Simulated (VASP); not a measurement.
Here is a VASP 6.6.1 calculation.

File INCAR:

```
PREC = Accurate ; ENCUT = 520
EDIFF = 1E-7 ; ISMEAR = 0
SIGMA = 0.1 ; LREAL = Auto
LASPH = True ; NELM = 100
ALGO = Fast ; ISIF = 2
LWAVE = False ; LCHARG = False
GGA = PE ; NBANDS = 198
```

KPOINTS

```
Automatic mesh
0
Gamma
  4 4 4
```

POSCAR

```
Ta
1.0
    6.6381247818      0.0000000000      6.6381247818
    0.0000000000     -6.6381247818      6.6381247818
    6.6381247818     -6.6381247818      0.0000000000
Ta
32
Direct
    0.0000000000      0.0000000000      0.5000000000
    0.0000000000      0.5000000000      0.5000000000
    0.1250000000      0.1250000000      0.6250000000
    0.1250000000      0.6250000000      0.6250000000
    0.2500000000      0.2500000000      0.7500000000
    0.2500000000      0.7500000000      0.7500000000
    0.3750000000      0.3750000000      0.8750000000
    0.3750000000      0.8750000000      0.8750000000
    0.0000000000      0.0000000000      0.0000000000
    0.0000000000      0.5000000000      0.0000000000
    0.1250000000      0.1250000000      0.1250000000
    0.1250000000      0.6250000000      0.1250000000
    0.2500000000      0.2500000000      0.2500000000
    0.2500000000      0.7500000000      0.2500000000
    0.3750000000      0.3750000000      0.3750000000
    0.5000000000      0.0000000000      0.5000000000
    0.3750000000      0.8750000000      0.3750000000
    0.5000000000      0.5000000000      0.5000000000
    0.6250000000      0.1250000000      0.6250000000
    0.6250000000      0.6250000000      0.6250000000
    0.7500000000      0.2500000000      0.7500000000
    0.7500000000      0.7500000000      0.7500000000
    0.8750000000      0.3750000000      0.8750000000
    0.8750000000      0.8750000000      0.8750000000
    0.5000000000      0.0000000000      0.0000000000
    0.5000000000      0.5000000000      0.0000000000
    0.6250000000      0.1250000000      0.1250000000
    0.6250000000      0.6250000000      0.1250000000
    0.7500000000      0.2500000000      0.2500000000
    0.7500000000      0.7500000000      0.2500000000
    0.8750000000      0.3750000000      0.3750000000
    0.8750000000      0.8750000000      0.3750000000
```

Potentials or basis: VASP PAW PBE potentials, release 64 (Ta_pv).

The run is started by

```console
$ cat potpaw_PBE.64/Ta_pv/POTCAR > POTCAR
$ mpirun -np 1 vasp_std > vasp.out
```

Problem. What does it give for the band gap on the k mesh?

Solution. Zero (bands 176 and 177 overlap by 0.96 eV).

Problem. Estimate the pressure.

Solution. 0.2 GPa.

Caveat: spin-orbit coupling is left out, which moves the levels of the heavy elements.
